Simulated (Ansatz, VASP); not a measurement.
Two plane-wave programs on TiS2

INCAR

```
SYSTEM = TiS2
PREC     = Accurate       ! precision mode
ENCUT    = 500            ! plane-wave cutoff, eV
EDIFF    = 1E-7           ! SCF threshold, eV
ISMEAR   = 0              ! smearing method
SIGMA    = 0.1            ! smearing width, eV
LREAL    = .False.        ! projectors in reciprocal space
LASPH    = .True.         ! aspherical terms in the spheres
NELM     = 120            ! most SCF steps
ALGO     = Normal         ! electronic algorithm
ISIF     = 3              ! what is computed and relaxed
LWAVE    = .False.        ! write WAVECAR
LCHARG   = .False.        ! write CHGCAR
GGA      = PE             ! functional
IVDW     = 12             ! dispersion correction
IBRION   = 2              ! ionic algorithm
NSW      = 100            ! ionic steps
EDIFFG   = -0.005         ! ionic threshold
GGA_COMPAT= .False.      
NELMIN   = 4
```

File KPOINTS:

```
regular mesh
0
Gamma
  12 12 2
  0 0 0
```

POSCAR

```
TiS2
1.0
    3.3590626505      0.0000000000      0.0000000000
   -1.6795313253      2.9090335882      0.0000000000
    0.0000000000      0.0000000000     16.5442933401
Ti S
3 6
Direct
    0.3333333333      0.6666666667      0.5000020634
    0.3333333333      0.6666666667      0.8333640055
    0.3333333333      0.6666666667      0.1666339769
    0.6666666667      0.3333333333      0.5863696806
    0.6666666667      0.3333333333      0.9197272266
    0.6666666667      0.3333333333      0.2530015742
    0.0000000000      0.0000000000      0.7469960635
    0.0000000000      0.0000000000      0.0802707779
    0.0000000000      0.0000000000      0.4136346214
```

Input for Ansatz:

```yaml
crystal:
  lattice:
    - [3.3590626505, 0.0, 0.0]
    - [-1.6795313253, 2.9090335882, 0.0]
    - [0.0, 0.0, 16.5442933401]
  atoms:
    - { symbol: Ti, position: [0.3333333333, 0.6666666667, 0.5000020634] }
    - { symbol: Ti, position: [0.3333333333, 0.6666666667, 0.8333640055] }
    - { symbol: Ti, position: [0.3333333333, 0.6666666667, 0.1666339769] }
    - { symbol: S, position: [0.6666666667, 0.3333333333, 0.5863696806] }
    - { symbol: S, position: [0.6666666667, 0.3333333333, 0.9197272266] }
    - { symbol: S, position: [0.6666666667, 0.3333333333, 0.2530015742] }
    - { symbol: S, position: [0.0, 0.0, 0.7469960635] }
    - { symbol: S, position: [0.0, 0.0, 0.0802707779] }
    - { symbol: S, position: [0.0, 0.0, 0.4136346214] }
basis:
  ecutwfc: 420
kpoints:
  mp_grid: { grid: [12, 12, 2] }
hamiltonian:
  xc: pbe
  dispersion: d3bj
scf:
  occupations: { method: gaussian, width: 0.1 }
output:
  forces: true
  stress: true
  eigenvalues: true
  write_density: true
  write_potential: true
  elf: true
  volumetric_format: npy
relax:
  adjacent_minimum: "off"
  f_tol: 0.005
  max_steps: 80
  cell: { stress_tol: 0.05 }
```

Alike in both runs: task relaxation of cell and atoms; functional PBE; dispersion D3(BJ); k mesh 12 × 12 × 2; occupations gaussian, width 0.1 eV; no spin polarisation.

```csv
,VASP,Ansatz
version,VASP 6.6.1,Ansatz 0.2.0
potentials or method,"VASP PAW PBE potentials, release 64 (Ti_sv, S), cutoff 500 eV","scalar-relativistic, plane waves, PAW"
valence electrons in the cell,72,72
```

Ansatz gave:

```
gap on the k mesh at the Fermi level, each at its own relaxed structure (eV) : none
relaxed volume (Å³/atom)                                                     : 17.96
relaxed cell length with the largest relative difference (Å)                 : 3.359
```

Problem. Estimate VASP's values.

Solution. gap on the k mesh at the Fermi level, each at its own relaxed structure (eV): none; relaxed volume (Å³/atom): 17.95; relaxed cell length with the largest relative difference (Å): 3.357.

A gap of «none» marks a metal or a gap that the smearing closes. Ansatz's warnings: structure snapped to symmetry.
